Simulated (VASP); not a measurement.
# LiSi16 (a cell with a defect) in VASP: a series of runs

Runs on LiSi16 (a cell with a defect). Level: PBE+D3(BJ). Tasks: single point.

All numbers are computed with VASP 6.6.1; they aren't measurements. Logs are shortened: lines on timing, memory, paths and dates and some standing lists are left out, and cuts for length are marked.

## 1. The cell of the first run

The cell holds a defect, 17 atoms: a = 7.679 Å, b = 7.679 Å, c = 7.679 Å, α = 60.00°, β = 60.00°, γ = 60.00°.

## 2. Single point, PBE+D3(BJ), collinear spin, zero start

Contents of INCAR:

```
PREC     = Accurate       # precision mode
ENCUT    = 520            # plane-wave cutoff, eV
EDIFF    = 1E-7           # SCF threshold, eV
ISMEAR   = 0              # smearing method
SIGMA    = 0.05           # smearing width, eV
LREAL    = Auto         
LASPH    = T              # aspherical terms in the spheres
NELM     = 150            # most SCF steps
ALGO     = Normal         # electronic algorithm
ISIF     = 2              # what is computed and relaxed
LWAVE    = F              # write WAVECAR
LCHARG   = T              # write CHGCAR
ISPIN    = 2              # spin polarisation
MAGMOM   = 0 0 0 0 0 0 0 0 0 0 0 0 0 0 0 0 0 # initial moments
LORBIT   = 11             # projections on sites
GGA      = PE             # functional
IVDW     = 12             # dispersion correction
LELF     = T              # ELF
LVHAR    = T            
NBANDS   = 52             # bands
```

Contents of KPOINTS:

```
regular mesh
0
Gamma
  2 2 2
```

Contents of POSCAR:

```
LiSi16
1.0
    0.0000000000      5.4300000000      5.4300000000
    5.4300000000      0.0000000000      5.4300000000
    5.4300000000      5.4300000000      0.0000000000
Si Li
16 1
Direct
    0.0067129834     -0.0200739411      0.0068621547
    0.1193875691      0.1197194291      0.1207395028
   -0.0084775322      0.0032819521      0.5028368324
    0.1195644567      0.1196852670      0.6405657459
   -0.0019192449      0.4967925414     -0.0009297422
    0.1291624309      0.6108913444      0.1302232044
   -0.0019100368      0.4968069061      0.5065523941
    0.1223227440      0.6293936464      0.6244264273
    0.5020022099      0.0032615101     -0.0077508287
    0.6403887661      0.1190302026      0.1206594843
    0.5020227440      0.0031715470      0.5029919890
    0.6185065378      0.1435767035      0.6191546041
    0.5056593923      0.4962030387     -0.0006682320
    0.6233014733      0.6292012891      0.1233766114
    0.4941520258      0.5158452118      0.4952617864
    0.6232834254      0.6291775322      0.6246718232
    0.2676068140      1.1977381215      0.2674966851
```

Potentials or basis: VASP PAW PBE potentials, release 64 (Si, Li_sv).

Launch:

```bash
> cat potpaw_PBE.64/Si/POTCAR potpaw_PBE.64/Li_sv/POTCAR > POTCAR
> mpirun -np 1 vasp_std > vasp.out
```

OUTCAR:

```text
PREC = Accurate
   ENCUT = 520
   EDIFF = 1E-7
   ISMEAR = 0
   LREAL = Auto
   LASPH = T
   NELM = 150
   ISIF = 2
   ISPIN = 2
   LORBIT = 11
   GGA = PE
   IVDW = 12
 IVDW          = 12

 ion  position               nearest neighbor table
   1  0.007  0.980  0.007-  10 2.30   4 2.30   2 2.30   6 2.31
   2  0.119  0.120  0.121-   1 2.30  17 2.36   5 2.36   3 2.40   9 2.40
   3  0.992  0.003  0.503-  12 2.34   8 2.34   2 2.40   4 2.40  17 2.57
   4  0.120  0.120  0.641-   1 2.30  17 2.36   7 2.37   3 2.40  11 2.40
   5  0.998  0.497  0.999-   8 2.35  14 2.35   6 2.36   2 2.36
   6  0.129  0.611  0.130-   1 2.31   7 2.36   5 2.36  13 2.36  17 2.59
   7  0.998  0.497  0.507-   8 2.35  16 2.35   6 2.36   4 2.37
   8  0.122  0.629  0.624-  15 2.33   3 2.34   5 2.35   7 2.35
   9  0.502  0.003  0.992-  12 2.34  14 2.35  10 2.40   2 2.40  17 2.57
  10  0.640  0.119  0.121-   1 2.30  17 2.36  13 2.37  11 2.40   9 2.40
  11  0.502  0.003  0.503-  12 2.34  16 2.35  10 2.40   4 2.40  17 2.57
  12  0.619  0.144  0.619-  15 2.33   3 2.34  11 2.34   9 2.34
  13  0.506  0.496  0.999-  16 2.35  14 2.35   6 2.36  10 2.37
  14  0.623  0.629  0.123-  15 2.33   9 2.35  13 2.35   5 2.35
  15  0.494  0.516  0.495-   8 2.33  16 2.33  14 2.33  12 2.33
  16  0.623  0.629  0.625-  15 2.33  11 2.35  13 2.35   7 2.35
  17  0.268  0.198  0.267-  10 2.36   2 2.36   4 2.36   9 2.57  11 2.57   3 2.57   6 2.59

  LATTYP: Found a face centered cubic cell.
 ALAT       =    10.8600000000

  Lattice vectors:

 A1 = (   0.0000000000,   5.4300000000,   5.4300000000)
 A2 = (   5.4300000000,   0.0000000000,   5.4300000000)
 A3 = (   5.4300000000,   5.4300000000,   0.0000000000)

Analysis of symmetry for initial positions (statically):
=====================================================================
 Subroutine PRICEL returns:
 Original cell was already a primitive cell.

 Routine SETGRP: Setting up the symmetry group for a
 face centered cubic supercell.

 Subroutine GETGRP returns: Found  1 space group operations
 (whereof  1 operations were pure point group operations)
 out of a pool of 48 trial point group operations.

The static configuration has the point symmetry C_1 .

Analysis of symmetry for dynamics (positions and initial velocities):
=====================================================================
 Subroutine PRICEL returns:
 Original cell was already a primitive cell.

 Routine SETGRP: Setting up the symmetry group for a
 face centered cubic supercell.

 Subroutine GETGRP returns: Found  1 space group operations
 (whereof  1 operations were pure point group operations)
 out of a pool of 48 trial point group operations.

The dynamic configuration has the point symmetry C_1 .

Analysis of structural, dynamic, and magnetic symmetry:
=====================================================================
 Subroutine PRICEL returns:
 Original cell was already a primitive cell.

 Routine SETGRP: Setting up the symmetry group for a
 face centered cubic supercell.

 Subroutine GETGRP returns: Found  1 space group operations
 (whereof  1 operations were pure point group operations)
 out of a pool of 48 trial point group operations.

The overall configuration has the point symmetry C_1 .

 Subroutine INISYM returns: Found  1 space group operations
 (whereof  1 operations are pure point group operations),
 and found     1 'primitive' translations

----------------------------------------------------------------------------------------

                                     Primitive cell

  volume of cell :     320.2060

  direct lattice vectors                    reciprocal lattice vectors
     0.000000000  5.430000000  5.430000000    -0.092081031  0.092081031  0.092081031
     5.430000000  0.000000000  5.430000000     0.092081031 -0.092081031  0.092081031
     5.430000000  5.430000000  0.000000000     0.092081031  0.092081031 -0.092081031

  length of vectors
     7.679179644  7.679179644  7.679179644     0.159489025  0.159489025  0.159489025

  position of ions in fractional coordinates (direct lattice)
     0.006712983  0.979926059  0.006862155
     0.119387569  0.119719429  0.120739503
     0.991522468  0.003281952  0.502836832
     0.119564457  0.119685267  0.640565746
     0.998080755  0.496792541  0.999070258
[... 75 lines left out ...]
   NGX,Y,Z   is equivalent  to a cutoff of  12.99, 12.99, 12.99 a.u.
   NGXF,Y,Z  is equivalent  to a cutoff of  25.98, 25.98, 25.98 a.u.
 SYSTEM =  unknown system
   PREC   = accura    normal or accurate (medium, high low for compatibility)
   ISTART =      0    job   : 0-new  1-cont  2-samecut
   ICHARG =      2    charge: 1-file 2-atom 10-const
   ISPIN  =      2    spin polarized calculation?
   LNONCOLLINEAR =      F non collinear calculations
   LSORBIT =      F    spin-orbit coupling
   LASPH  =      T    aspherical Exc in radial PAW
   ENCUT  =  520.0 eV  38.22 Ry    6.18 a.u.  14.28 14.28 14.28*2*pi/ulx,y,z
   NELM   =    150;   NELMIN=  2; NELMDL= -5     # of ELM steps
   EDIFF  = 0.1E-06   stopping-criterion for ELM
   LREAL  =      T    real-space projection
   EDIFFG = 0.1E-05   stopping-criterion for IOM
   NSW    =      0    number of steps for IOM
   IBRION =     -1    ionic relax: 0-MD 1-quasi-New 2-CG
   NFREE  =      0    steps in history (QN), initial steepest desc. (CG)
   ISIF   =      2    stress and relaxation
   ISYM   =      2    0-nonsym 1-usesym 2-fastsym
   POTIM  = 0.5000    time-step for ionic-motion
   TEBEG  =    0.0;   TEEND  =   0.0 temperature during run
   PSTRESS=    0.0 pullay stress
   NELECT =      67.0000    total number of electrons
   NUPDOWN=      -1.0000    fix difference up-down
   EMIN   =  10.00;   EMAX   =-10.00  energy-range for DOS
   EFERMI =   0.00;   METHOD = LEGACY
   ISMEAR =     0;   SIGMA  =   0.05  broadening in eV -4-tet -1-fermi 0-gaus
   EFERMI_NEDOS =   21; number of points for ismear=-14 and -15
   IALGO  =     38    algorithm
   IMIX   =      4    mixing-type and parameters
     AMIX     =   0.40;   BMIX     =  1.00
     AMIX_MAG =   1.60;   BMIX_MAG =  1.00
  volume/ion in A,a.u.               =      18.84       127.11
  Fermi-wavevector in a.u.,A,eV,Ry     =   0.971904  1.836632 12.852022  0.944597
  Thomas-Fermi vector in A             =   2.102159
   LORBIT       =     11    0 simple, 1 ext, 2 COOP (PROOUT), +10 PAW based schemes
   GGA     = PE    functional components
   LHFCALC =     F    Hartree Fock is set to
   AEXX    =    0.0000 exact exchange contribution
   IVDW    =    12    specifies the selected vdW correction
   LEPSILON=     F    determine dielectric tensor
   LRPA    =     F    only Hartree local field effects (RPA)
 spin polarized calculation
 Gauss-broadening in eV      SIGMA  =   0.05
  energy-cutoff  :      520.00
  volume of cell :      320.21
 maximum number of plane-waves:      8646
 NGX is ok and might be reduce to    60
   NGX = 29   NGY = 29   NGZ = 29

 number of electron      66.9999997 magnetization      -0.0000139

 number of electron      66.9999997 magnetization       0.0000013

 Free energy of the ion-electron system (eV)
  ---------------------------------------------------
  ext. energy  EPLUGINS =         0.00000000
  ---------------------------------------------------
  free energy    TOTEN  =       -86.76567933 eV

  energy without entropy =      -86.75779814  energy(sigma->0) =      -86.76173874

 E-fermi :   6.6731     XC(G=0):  -9.5309

 val. band max:        6.6695988949   @ k =   0.0000   0.0000   0.0000
 cond. band min:       6.6731049722   @ k =   0.0000   0.0000   0.0000
 fundamental gap:      0.0035060773
 Fermi energy:         6.6730908113

 spin component 1

 k-point     1 :       0.0000    0.0000    0.0000
  band No.  band energies     occupation
      1     -40.3991      1.00000
      2      -5.9772      1.00000
      3      -3.7391      1.00000
      4      -3.6558      1.00000
      5      -3.6529      1.00000
      6      -3.6393      1.00000
[... 373 lines left out ...]
     44      10.2302      0.00000
     45      10.2652      0.00000
 Fermi energy:         6.6730908113

 spin component 2

 k-point     1 :       0.0000    0.0000    0.0000
  band No.  band energies     occupation
      1     -40.3991      1.00000
      2      -5.9772      1.00000
      3      -3.7391      1.00000
      4      -3.6558      1.00000
      5      -3.6529      1.00000
      6      -3.6393      1.00000
[... 373 lines left out ...]
     44      10.2302      0.00000
     45      10.2652      0.00000
 [bands above 45 left out]

------------------------ aborting loop because EDIFF is reached ----------------------------------------

 Edisp (eV)   -5.45640

 E8    (eV) :    -2.2605

  FORCE on cell =-STRESS in cart. coord.  units (eV):
  Direction    XX          YY          ZZ          XY          YZ          ZX
  --------------------------------------------------------------------------------------
  -------------------------------------------------------------------------------------
  Total       1.41912     1.42684     1.42531     0.38398     0.31933    -0.34875
  in kB       7.10066     7.13932     7.13166     1.92127     1.59777    -1.74500
  external pressure =        7.12 kB  Pullay stress =        0.00 kB

 VOLUME and BASIS-vectors are now :
 -----------------------------------------------------------------------------
  energy-cutoff  :      520.00
  volume of cell :      320.21
      direct lattice vectors                 reciprocal lattice vectors
     0.000000000  5.430000000  5.430000000    -0.092081031  0.092081031  0.092081031
     5.430000000  0.000000000  5.430000000     0.092081031 -0.092081031  0.092081031
     5.430000000  5.430000000  0.000000000     0.092081031  0.092081031 -0.092081031

 POSITION                                       TOTAL-FORCE (eV/Angst)
 -----------------------------------------------------------------------------------
      5.35826      0.07371      5.35745         0.017651     -0.012084      0.011088
      1.30569      1.30389      1.29835        -0.035118      0.030172     -0.014518
      2.74822      8.11437      5.40179        -0.026611      0.029470      0.009183
      4.12816      4.12751      1.29913        -0.032003      0.027660     -0.017529
      8.12253     10.84453      8.11716        -0.008178      0.006465     -0.017207
      4.02425      1.40846      4.01849         0.020309     -0.021984      0.030547
[... 9 lines left out ...]
      6.80840      6.77640      6.80086        -0.025284      0.013337     -0.022993
      2.52622      2.90561      2.52682         0.274652     -0.272009      0.267632
 -----------------------------------------------------------------------------------
    total drift:                                0.000683     -0.001061     -0.000703

  FREE ENERGIE OF THE ION-ELECTRON SYSTEM (eV)
  ---------------------------------------------------
  free  energy   TOTEN  =       -92.2220806339 eV

  energy  without entropy=      -92.2141994403  energy(sigma->0) =      -92.21814004

 total charge

# of ion       s       p       d       tot
------------------------------------------
    1        0.735   0.975   0.000   1.710
    2        0.746   0.961   0.000   1.706
    3        0.739   0.948   0.000   1.687
    4        0.746   0.961   0.000   1.706
    5        0.738   0.949   0.000   1.687
    6        0.741   0.966   0.000   1.708
[... 9 lines left out ...]
   16        0.742   0.954   0.000   1.696
   17        2.031   0.093   0.000   2.124
--------------------------------------------------
tot         13.880  15.387   0.000  29.267

 magnetization (x)

# of ion       s       p       d       tot
------------------------------------------
    1        0.000   0.000   0.000   0.000
    2        0.000  -0.000   0.000  -0.000
    3       -0.000  -0.000   0.000  -0.000
    4       -0.000  -0.000   0.000  -0.000
    5        0.000  -0.000   0.000   0.000
    6        0.000   0.000   0.000   0.000
[... 9 lines left out ...]
   16       -0.000  -0.000   0.000  -0.000
   17        0.000   0.000   0.000   0.000
--------------------------------------------------
tot          0.000   0.000   0.000   0.000
```

Wall time 10 min (1 thread of Intel Xeon Platinum 8259CL at 2.50GHz (Skylake/Cascade Lake), shared host); peak memory 0.71 GiB.

Results:

```
Free energy                                           : -92.2221 eV
Largest force                                         : 0.470 eV/Å
Net moment                                            : 0.00 μB per cell
Valence electrons inside the program's atomic spheres : Si 1.71, 1.69, 1.70 (each value once); Li 2.12
Dispersion energy per atom                            : -0.321 eV
```

Forces in eV/Å, atoms in the order of the input:
```
Si   0.018 -0.012  0.011
Si  -0.035  0.030 -0.015
Si  -0.027  0.029  0.009
Si  -0.032  0.028 -0.018
Si  -0.008  0.006 -0.017
Si   0.020 -0.022  0.031
Si  -0.005  0.010 -0.017
Si  -0.026  0.025 -0.014
Si   0.014  0.036 -0.032
Si  -0.020  0.010 -0.033
Si  -0.033 -0.011 -0.031
Si  -0.045  0.048 -0.054
Si  -0.012  0.014 -0.008
Si  -0.013  0.023 -0.022
Si  -0.045  0.043 -0.036
Si  -0.025  0.013 -0.023
Li   0.275 -0.272  0.268
```

Levels at points of the mesh, in eV from the Fermi level:
Spin up:
```csv
k point,band 29,band 30,band 31,band 32,band 33,band 34,band 35,band 36,band 37,band 38
"(0.00, 0.00, 0.00)",-1.82,-1.76,-0.71,-0.67,-0.67,-0.16,-0.07,-0.07,0.00,0.00
"(0.50, 0.00, 0.00)",-2.81,-1.51,-1.49,-1.43,-1.41,0.46,0.66,0.74,0.81,0.86
"(0.00, 0.50, 0.00)",-2.72,-1.47,-1.47,-1.41,-1.41,0.56,0.61,0.61,0.94,0.94
"(0.00, 0.00, 0.50)",-2.81,-1.51,-1.49,-1.43,-1.41,0.47,0.65,0.74,0.81,0.86
"(0.50, 0.50, 0.50)",-2.81,-1.51,-1.49,-1.43,-1.41,0.47,0.65,0.74,0.81,0.86
"(0.50, 0.50, 0.00)",-2.58,-2.07,-2.06,-1.98,-1.94,0.35,0.42,1.47,1.59,1.65
"(0.00, 0.50, 0.50)",-2.58,-2.07,-2.06,-1.98,-1.95,0.35,0.42,1.48,1.59,1.64
"(0.50, 0.00, 0.50)",-2.58,-2.07,-2.06,-1.98,-1.94,0.35,0.42,1.47,1.59,1.64
```
Spin down:
```
           k point  band 30  band 31  band 32  band 33  band 34  band 35  band 36  band 37
(0.00, 0.00, 0.00)    -1.76    -0.71    -0.67    -0.67    -0.16    -0.07    -0.07     0.00
(0.50, 0.00, 0.00)    -1.51    -1.49    -1.43    -1.41     0.46     0.66     0.74     0.81
(0.00, 0.50, 0.00)    -1.47    -1.47    -1.41    -1.41     0.56     0.61     0.61     0.94
(0.00, 0.00, 0.50)    -1.51    -1.49    -1.43    -1.41     0.47     0.65     0.74     0.81
(0.50, 0.50, 0.50)    -1.51    -1.49    -1.43    -1.41     0.47     0.65     0.74     0.81
(0.50, 0.50, 0.00)    -2.07    -2.06    -1.98    -1.94     0.35     0.42     1.47     1.59
(0.00, 0.50, 0.50)    -2.07    -2.06    -1.98    -1.95     0.35     0.42     1.48     1.59
(0.50, 0.00, 0.50)    -2.07    -2.06    -1.98    -1.94     0.35     0.42     1.47     1.59
```

Caveat: the k points lie up to 0.50 Å⁻¹ apart; the cutoff is under 1.25 times the usual one of these potentials, so pressure, stress and relaxed cells hold a basis-set (Pulay) error; no moment was typed at the start, so none could form.

(Part 1 of 3 ends here.)
